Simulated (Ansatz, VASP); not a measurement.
# Two plane-wave programs on PtSe2

```xyz
3
Lattice="3.7573 0.0000 0.0000 -1.8786 3.2539 0.0000 0.0000 0.0000 4.8788" Properties=species:S:1:pos:R:3 pbc="T T T"
Pt    0.0000    0.0000    0.0000
Se    1.8786    1.0846    3.6081
Se    0.0000    2.1693    1.2708
```

Alike in both runs: functional PBEsol; k mesh 9 × 9 × 6; occupations gaussian, width 0.02 eV; no spin polarisation.

Ansatz relaxed the structure, and its values are those at the end. VASP's run is a single point on that final structure, the one shown.

|  | VASP | Ansatz |
| --- | --- | --- |
| version | VASP 6.6.1 | Ansatz 0.2.0 |
| potentials or method | VASP PAW PBE potentials, release 64 (Pt, Se), cutoff 520 eV | scalar-relativistic, plane waves, PAW |
| valence electrons in the cell | 22 | 50 |

|  | VASP | Ansatz | Ansatz less VASP |
| --- | --- | --- | --- |
| gap on the k mesh at the Fermi level (eV) | none | none | - |
| pressure (GPa) | 0.1 | 0.0 | -0.07 |
| rms of the force components (eV/Å) | 0.006 | 0.000 | -0.0058 |

VASP's potentials were made for PBE, not for PBEsol. A gap of «none» marks a metal or a gap that the smearing closes. VASP's potentials hold 22 valence electrons a cell and Ansatz's 50, so a difference there can come from the potentials and not from the codes.

Neither program's run includes spin-orbit coupling.
